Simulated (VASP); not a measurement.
# NaMg5Cl11 in VASP: a series of runs, part 2 of 2

VASP 6.6.1. The steps go on from the part before.

## 4. Single point, PBE

INCAR reads:

```
PREC = Accurate
ENCUT = 520
EDIFF = 1E-6
ISMEAR = -1
SIGMA = 0.0552
LREAL = F
LASPH = T
NELM = 120
ALGO = Normal
ISIF = 2
LWAVE = F
LCHARG = T
GGA = PE
LELF = T
LVHAR = T
NBANDS = 61
ISYM = 0
GGA_COMPAT = F
```

KPOINTS reads:

```
regular mesh
0
Gamma
  1 1 1
```

POSCAR reads:

```
NaMg5Cl11
1.0
    7.3358240000     -0.1022000000     -0.1754900000
   -0.1022000000      7.4901820000     -0.1860490000
   -0.1754900000     -0.1860490000      8.0546370000
Na Cl Mg
1 11 5
Direct
    0.5388384668      0.9015721547      0.6135761749
    0.6791210329      0.3675111481      0.8912287458
    0.9915914627      0.4949194023      0.1406444071
    0.4160240793      0.2394034356      0.1988112978
    0.7835587240      0.1487482901      0.5154129467
    0.9160397137      0.7800947676      0.7057577717
    0.1385710995      0.3810131649      0.5781164267
    0.6632517629      0.8862457557      0.1810580897
    0.5809021822      0.5813222865      0.4334208921
    0.2009159327      0.8753758278      0.3668101411
    0.0191216765      0.0295258953      1.0184096349
    0.3605980628      0.7712525885      0.8773771092
    0.8258975479      0.4387243436      0.6209893737
    0.3244436508      0.9528826110      0.1286222425
    0.8691314053      0.7392081030     -0.0065305490
    0.7722550837      0.1890554956      0.1385258740
    0.2683986435      0.5222309038      0.3611101053
```

Potentials or basis: VASP PAW PBE potentials, release 64 (Na_pv, Cl, Mg).

Run with:

```
cat potpaw_PBE.64/Na_pv/POTCAR potpaw_PBE.64/Cl/POTCAR potpaw_PBE.64/Mg/POTCAR > POTCAR
mpirun -np 1 vasp_gam > vasp.out
```

OUTCAR:

```text
PREC = Accurate
   ENCUT = 520
   EDIFF = 1E-6
   ISMEAR = -1
   LREAL = F
   LASPH = T
   NELM = 120
   ISIF = 2
   GGA = PE
   ISYM = 0

 ion  position               nearest neighbor table
   1  0.539  0.902  0.614-   5 2.71
   2  0.679  0.368  0.891-  16 2.53  13 2.55  15 3.14
   3  0.992  0.495  0.141-  15 2.40  17 2.63  16 2.76
   4  0.416  0.239  0.199-  14 2.27  16 2.71  17 2.71
   5  0.784  0.149  0.515-  13 2.30   1 2.71  16 3.06
   6  0.916  0.780  0.706-  15 2.39  13 2.67
   7  0.139  0.381  0.578-  17 2.31  13 2.38
   8  0.663  0.886  0.181-  16 2.43  15 2.43  14 2.57
   9  0.581  0.581  0.433-  17 2.37  13 2.58
  10  0.201  0.875  0.367-  14 2.25  17 2.70
  11  0.019  0.030  0.018-  15 2.41  16 2.41  14 2.47
  12  0.361  0.771  0.877-  14 2.41
  13  0.826  0.439  0.621-   5 2.30   7 2.38   2 2.55   9 2.58   6 2.67
  14  0.324  0.953  0.129-  10 2.25   4 2.27  12 2.41  11 2.47   8 2.57
  15  0.869  0.739  0.993-   6 2.39   3 2.40  11 2.41   8 2.43   2 3.14  16 3.61
  16  0.772  0.189  0.139-  11 2.41   8 2.43   2 2.53   4 2.71   3 2.76   5 3.06  15 3.61
  17  0.268  0.522  0.361-   7 2.31   9 2.37   3 2.63  10 2.70   4 2.71

IMPORTANT INFORMATION: All symmetrisations will be switched off!
NOSYMM: (Re-)initialisation of all symmetry stuff for point group C_1.

----------------------------------------------------------------------------------------

                                     Primitive cell

  volume of cell :     442.0000

  direct lattice vectors                    reciprocal lattice vectors
     7.335824000 -0.102200000 -0.175490000     0.136416485  0.001936275  0.003016892
    -0.102200000  7.490182000 -0.186049000     0.001936275  0.133612231  0.003128411
    -0.175490000 -0.186049000  8.054637000     0.003016892  0.003128411  0.124290079

  length of vectors
     7.338634433  7.493189272  8.058696431     0.136463578  0.133662876  0.124366042

  position of ions in fractional coordinates (direct lattice)
     0.538838467  0.901572155  0.613576175
     0.679121033  0.367511148  0.891228746
     0.991591463  0.494919402  0.140644407
     0.416024079  0.239403436  0.198811298
     0.783558724  0.148748290  0.515412947
     0.916039714  0.780094768  0.705757772
[... 9 lines left out ...]
     0.772255084  0.189055496  0.138525874
     0.268398643  0.522230904  0.361110105

  ion indices of the primitive-cell ions
   primitive index   ion index
                 1           1
                 2           2
                 3           3
                 4           4
                 5           5
                 6           6
[... 9 lines left out ...]
                16          16
                17          17

----------------------------------------------------------------------------------------

 KPOINTS: regular mesh

Automatic generation of k-mesh.
 Grid dimensions read from file:
 generate k-points for:    1    1    1

 Generating k-lattice:

  Cartesian coordinates                     Fractional coordinates (reciprocal lattice)
     0.136416485  0.001936275  0.003016892     1.000000000 -0.000000000 -0.000000000
     0.001936275  0.133612231  0.003128411    -0.000000000  1.000000000  0.000000000
     0.003016892  0.003128411  0.124290079     0.000000000 -0.000000000  1.000000000

  Length of vectors
     0.136463578  0.133662876  0.124366042

  Shift w.r.t. Gamma in fractional coordinates (k-lattice)
     0.000000000  0.000000000  0.000000000

 Subroutine IBZKPT returns following result:
 ===========================================

 Found      1 irreducible k-points:

 Following reciprocal coordinates:
            Coordinates               Weight
  0.000000  0.000000  0.000000      1.000000
   k-points           NKPTS =      1   k-points in BZ     NKDIM =      1   number of bands    NBANDS=     61
   number of dos      NEDOS =    301   number of ions     NIONS =     17
   total plane-waves  NPLWV = 188160
   dimension x,y,z NGX =    56 NGY =   56 NGZ =   60
   dimension x,y,z NGXF=   112 NGYF=  112 NGZF=  120
   ions per type =               1  11   5
   NGX,Y,Z   is equivalent  to a cutoff of  12.69, 12.42, 12.38 a.u.
   NGXF,Y,Z  is equivalent  to a cutoff of  25.37, 24.85, 24.76 a.u.
 SYSTEM =  unknown system
   PREC   = accura    normal or accurate (medium, high low for compatibility)
   ISTART =      0    job   : 0-new  1-cont  2-samecut
   ICHARG =      2    charge: 1-file 2-atom 10-const
   ISPIN  =      1    spin polarized calculation?
   LNONCOLLINEAR =      F non collinear calculations
   LSORBIT =      F    spin-orbit coupling
   LASPH  =      T    aspherical Exc in radial PAW
   ENCUT  =  520.0 eV  38.22 Ry    6.18 a.u.  13.64 13.93 14.98*2*pi/ulx,y,z
   NELM   =    120;   NELMIN=  2; NELMDL= -5     # of ELM steps
   EDIFF  = 0.1E-05   stopping-criterion for ELM
   LREAL  =      F    real-space projection
   EDIFFG = 0.1E-04   stopping-criterion for IOM
   NSW    =      0    number of steps for IOM
   IBRION =     -1    ionic relax: 0-MD 1-quasi-New 2-CG
   NFREE  =      0    steps in history (QN), initial steepest desc. (CG)
   ISIF   =      2    stress and relaxation
   ISYM   =      0    0-nonsym 1-usesym 2-fastsym
   POTIM  = 0.5000    time-step for ionic-motion
   TEBEG  =    0.0;   TEEND  =   0.0 temperature during run
   PSTRESS=    0.0 pullay stress
   NELECT =      94.0000    total number of electrons
   NUPDOWN=      -1.0000    fix difference up-down
   EMIN   =  10.00;   EMAX   =-10.00  energy-range for DOS
   EFERMI =   0.00;   METHOD = LEGACY
   ISMEAR =    -1;   SIGMA  =   0.06  broadening in eV -4-tet -1-fermi 0-gaus
   EFERMI_NEDOS =   21; number of points for ismear=-14 and -15
   IALGO  =     38    algorithm
   IMIX   =      4    mixing-type and parameters
     AMIX     =   0.40;   BMIX     =  1.00
     AMIX_MAG =   1.60;   BMIX_MAG =  1.00
  volume/ion in A,a.u.               =      26.00       175.46
  Fermi-wavevector in a.u.,A,eV,Ry     =   0.977185  1.846612 12.992069  0.954890
  Thomas-Fermi vector in A             =   2.107862
   LORBIT       =      0    0 simple, 1 ext, 2 COOP (PROOUT), +10 PAW based schemes
   GGA     = PE    functional components
   LHFCALC =     F    Hartree Fock is set to
   AEXX    =    0.0000 exact exchange contribution
   IVDW    =     0    specifies the selected vdW correction
   LEPSILON=     F    determine dielectric tensor
   LRPA    =     F    only Hartree local field effects (RPA)
 non-spin polarized calculation
  energy-cutoff  :      520.00
  volume of cell :      442.00
 maximum number of plane-waves:      5943
 NGX is ok and might be reduce to    54
   NGX = 27   NGY = 27   NGZ = 29

 number of electron      93.9999998 magnetization

 Free energy of the ion-electron system (eV)
  ---------------------------------------------------
  ext. energy  EPLUGINS =         0.00000000
  ---------------------------------------------------
  free energy    TOTEN  =       -56.76690156 eV

  energy without entropy =      -56.76690156  energy(sigma->0) =      -56.76690156

 E-fermi :   1.1891     XC(G=0):  -7.7219

 val. band max:       -0.1600281670   @ k =   0.0000   0.0000   0.0000
 cond. band min:       3.5392824370   @ k =   0.0000   0.0000   0.0000
 fundamental gap:      3.6993106040
 Fermi energy:         1.1890784807

 k-point     1 :       0.0000    0.0000    0.0000
  band No.  band energies     occupation
      1     -21.9502      2.00000
      2     -21.9427      2.00000
      3     -21.9075      2.00000
      4     -14.7295      2.00000
      5     -14.2914      2.00000
      6     -14.2258      2.00000
[... 51 lines left out ...]
     58       7.4642      0.00000
     59       7.5036      0.00000
 [bands above 59 left out]

------------------------ aborting loop because EDIFF is reached ----------------------------------------

  FORCE on cell =-STRESS in cart. coord.  units (eV):
  Direction    XX          YY          ZZ          XY          YZ          ZX
  --------------------------------------------------------------------------------------
  -------------------------------------------------------------------------------------
  Total        4.1334261      2.7868613      2.2042436      3.1499104      2.4120049      2.6593030
  in kB       14.9829909     10.1019145      7.9900211     11.4179079      8.7431216      9.6395366
  external PRESSURE =      11.0249755 kB  Pullay stress =       0.0000000 kB

 VOLUME and BASIS-vectors are now :
 -----------------------------------------------------------------------------
  energy-cutoff  :      520.00
  volume of cell :      442.00
      direct lattice vectors                 reciprocal lattice vectors
     7.335824000 -0.102200000 -0.175490000     0.136416485  0.001936275  0.003016892
    -0.102200000  7.490182000 -0.186049000     0.001936275  0.133612231  0.003128411
    -0.175490000 -0.186049000  8.054637000     0.003016892  0.003128411  0.124290079

 POSITION                                       TOTAL-FORCE (eV/Angst)
 -----------------------------------------------------------------------------------
      3.75301      6.58371      4.67984        -0.043559      0.040317      0.009127
      4.78795      2.51751      6.99097         0.006108      0.117385     -0.349660
      7.19888      3.57953      0.86675         0.528637     -0.035940      0.759186
      2.99252      1.71367      1.48380         0.349002      1.028255      0.058715
      5.64240      0.93818      3.98628        -0.467233     -0.171590     -0.821817
      6.51633      5.61813      5.37873        -0.768419     -1.210737      0.128088
[... 9 lines left out ...]
      5.62150      1.31136      0.94508        -0.292073      0.559038      0.220400
      1.85218      3.81699      2.76435        -0.240236      0.159659     -0.217034
 -----------------------------------------------------------------------------------
    total drift:                               -0.000122     -0.000784     -0.000454

  FREE ENERGIE OF THE ION-ELECTRON SYSTEM (eV)
  ---------------------------------------------------
  free  energy   TOTEN  =       -56.7669015575 eV

  energy  without entropy=      -56.7669015574  energy(sigma->0) =      -56.76690156
```

It took 63 s on 1 thread of Intel Xeon 8259CL, shared host; peak memory 0.41 GiB.

What came out:

| Quantity | Value |
| --- | --- |
| Free energy | -56.7669 eV |
| Pressure | 1.1 GPa |
| Largest force | 1.440 eV/Å |

Forces in eV/Å, atoms in the order of the input:
```
Na  -0.044  0.040  0.009
Cl   0.006  0.117 -0.350
Cl   0.529 -0.036  0.759
Cl   0.349  1.028  0.059
Cl  -0.467 -0.172 -0.822
Cl  -0.768 -1.211  0.128
Cl   0.523  0.293  0.071
Cl   0.042 -0.133 -0.200
Cl   0.183 -0.121  0.388
Cl   0.115 -1.156  0.813
Cl   0.152  0.679 -0.094
Cl   0.057  0.209  0.352
Mg  -0.274  0.529  0.319
Mg   0.284 -0.563 -1.135
Mg  -0.155 -0.224 -0.301
Mg  -0.292  0.559  0.220
Mg  -0.240  0.160 -0.217
```

Stress tensor (GPa, compression positive):
```
1.50 1.14 0.96
1.14 1.01 0.87
0.96 0.87 0.80
```

Caveat: the k points lie up to 0.86 Å⁻¹ apart; the atoms stand as in a frame of molecular dynamics.

## 5. Single point, PBE

INCAR reads:

```
SYSTEM = NaMg5Cl11
PREC = Accurate
ENCUT = 520
EDIFF = 1E-6
ISMEAR = -1
SIGMA = 0.05
LREAL = .False.
LASPH = .True.
NELM = 120
ALGO = Normal
ISIF = 2
LWAVE = .False.
LCHARG = .False.
GGA = PE
ISYM = 0
NBANDS = 61
GGA_COMPAT = .False.
```

KPOINTS reads:

```
Automatic mesh
0
Gamma
  1 1 1
  0 0 0
```

POSCAR reads:

```
NaMg5Cl11
1.0
    7.3358240000     -0.1022000000     -0.1754900000
   -0.1022000000      7.4901820000     -0.1860490000
   -0.1754900000     -0.1860490000      8.0546370000
Na Cl Mg
1 11 5
Direct
    0.6069536079      0.8952950302      0.5847495093
    0.7035345042      0.4114056886      0.8736260724
    0.9893480579      0.4941630362      0.1971722909
    0.4282813010      0.2472442539      0.1410387124
    0.8038010833      0.1383694616      0.4582877605
    0.9331766409      0.7239677453      0.6980232186
    0.1885362742      0.3564279054      0.6135505903
    0.6531877494      0.8819454156      0.1475841780
    0.5876064992      0.5729185164      0.4301532126
    0.2463889932      0.8210448260      0.3298336565
    0.0191325459      0.0525502675     -0.0226944436
    0.4057534174      0.8254216970      0.8224432148
    0.8419508512      0.4300122939      0.5993903030
    0.3155976999      0.9413203819      0.0784787640
    0.8443601473      0.7115116899      0.9787391785
    0.7802469155      0.2054630938      0.1401659360
    0.2911916468      0.4873963607      0.3734159376
```

Run with:

```
cat potpaw_PBE.64/Na_pv/POTCAR potpaw_PBE.64/Cl/POTCAR potpaw_PBE.64/Mg/POTCAR > POTCAR
mpirun -np 1 vasp_gam > vasp.out
```

It took 56 s on 1 thread of Intel Xeon 8259CL, shared host; peak memory 0.41 GiB.

It converged, with:

- Free energy: -57.5163 eV
- Pressure: 0.7 GPa
- Largest force: 1.117 eV/Å

Forces in eV/Å, atoms in the order of the input:
```
Na  -0.137 -0.001 -0.148
Cl   0.081 -0.203  0.068
Cl  -0.293 -0.332 -0.083
Cl  -0.009  0.367  0.382
Cl   0.092  0.687 -0.382
Cl  -0.005  0.344 -0.004
Cl  -0.264  0.201 -0.362
Cl   0.541 -0.101  0.157
Cl   1.004 -0.363  0.327
Cl  -0.152 -0.038  0.240
Cl  -0.266 -0.216  0.320
Cl  -0.334 -0.080  0.003
Mg   0.238 -0.291  0.031
Mg   0.290  0.350 -0.298
Mg  -0.034 -0.264 -0.146
Mg  -0.099  0.004  0.137
Mg  -0.656 -0.063 -0.242
```

Stress tensor (GPa, compression positive):
```
1.29 1.34 0.56
1.34 0.43 0.72
0.56 0.72 0.43
```

Levels at points of the mesh, in eV from the Fermi level:
```
           k point  band 43  band 44  band 45  band 46  band 47  band 48  band 49  band 50  band 51  band 52
(0.00, 0.00, 0.00)    -2.05    -1.90    -1.75    -1.57    -1.24     2.59     4.11     4.69     5.04     5.16
```

Caveat: the k points lie up to 0.86 Å⁻¹ apart; the atoms stand as in a frame of molecular dynamics.

## 6. Summary

```csv
cell,smearing,pressure (GPa),largest force (eV/Å)
"as given, atomic positions A",fermi-dirac 0.0552 eV,1.6,1.46
"as given, atomic positions B",fermi-dirac 0.0552 eV,0.4,1.59
"as given, atomic positions C",fermi-dirac 0.0552 eV,1.1,1.44
"as given, atomic positions D",fermi-dirac 0.05 eV,0.7,1.12
```

Alike in all rows: task single point; level PBE; potentials or basis VASP PAW PBE potentials, release 64 (Na_pv, Cl, Mg); no spin polarisation; k mesh 1 × 1 × 1; cutoff (eV) 520.

Caveats: all runs use coarse meshes; the atoms stand as in a frame of molecular dynamics.

Absolute energies hang on the potentials; compare differences alone.
